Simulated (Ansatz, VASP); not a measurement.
## One calculation of AlCu3, two programs

File INCAR:

```
  PREC = Accurate
  ENCUT = 520
  EDIFF = 1E-7
  ISMEAR = 0
  SIGMA = 0.1
  LREAL = F
  LASPH = T
  NELM = 80
  ALGO = Fast
  ISIF = 2
  LWAVE = F
  LCHARG = F
  GGA = PS
  NBANDS = 26
```

KPOINTS

```
regular mesh
0
Gamma
  12 12 12
```

The input POSCAR:

```
AlCu3
1.0
    0.0000000000      2.9400234610      2.9400234610
    2.9400234610      0.0000000000      2.9400234610
    2.9400234610      2.9400234610      0.0000000000
Al Cu
1 3
Direct
    0.0000000000      0.0000000000      0.0000000000
    0.5000000000      0.5000000000      0.5000000000
    0.2500000000      0.2500000000      0.2500000000
    0.7500000000      0.7500000000      0.7500000000
```

Input for Ansatz:

```yaml
crystal:
  lattice:
    - [0.0, 2.940023461, 2.940023461]
    - [2.940023461, 0.0, 2.940023461]
    - [2.940023461, 2.940023461, 0.0]
  atoms:
    - { symbol: Al, position: [0.0, 0.0, 0.0] }
    - { symbol: Cu, position: [0.5, 0.5, 0.5] }
    - { symbol: Cu, position: [0.25, 0.25, 0.25] }
    - { symbol: Cu, position: [0.75, 0.75, 0.75] }
basis:
  ecutwfc: 420
kpoints:
  mp_grid: { grid: [12, 12, 12] }
hamiltonian:
  xc: pbesol
scf:
  occupations: { method: gaussian, width: 0.1 }
output:
  forces: true
  stress: true
  eigenvalues: true
  write_density: true
  write_potential: true
  elf: true
  volumetric_format: npy
```

Alike in both runs: task single point; functional PBEsol; k mesh 12 × 12 × 12; occupations gaussian, width 0.1 eV; no spin polarisation.

|  | VASP | Ansatz |
| --- | --- | --- |
| version | VASP 6.6.1 | Ansatz 0.2.0 |
| potentials or method | VASP PAW PBE potentials, release 64 (Al, Cu), cutoff 520 eV | scalar-relativistic, plane waves, PAW |
| valence electrons in the cell | 36 | 60 |

Ansatz gave:

```
gap on the k mesh at the Fermi level (eV) : none
pressure (GPa)                            : -7.7
```

**Question.** What did VASP give for the same quantities?

**Answer.** gap on the k mesh at the Fermi level (eV): none; pressure (GPa): -7.2.

VASP's potentials were made for PBE, not for PBEsol. A gap of «none» marks a metal or a gap that the smearing closes. With one functional, cell and mesh, what is left measures potentials, basis and numerics. VASP's potentials hold 36 valence electrons a cell and Ansatz's 60, so a difference there can come from the potentials and not from the codes.
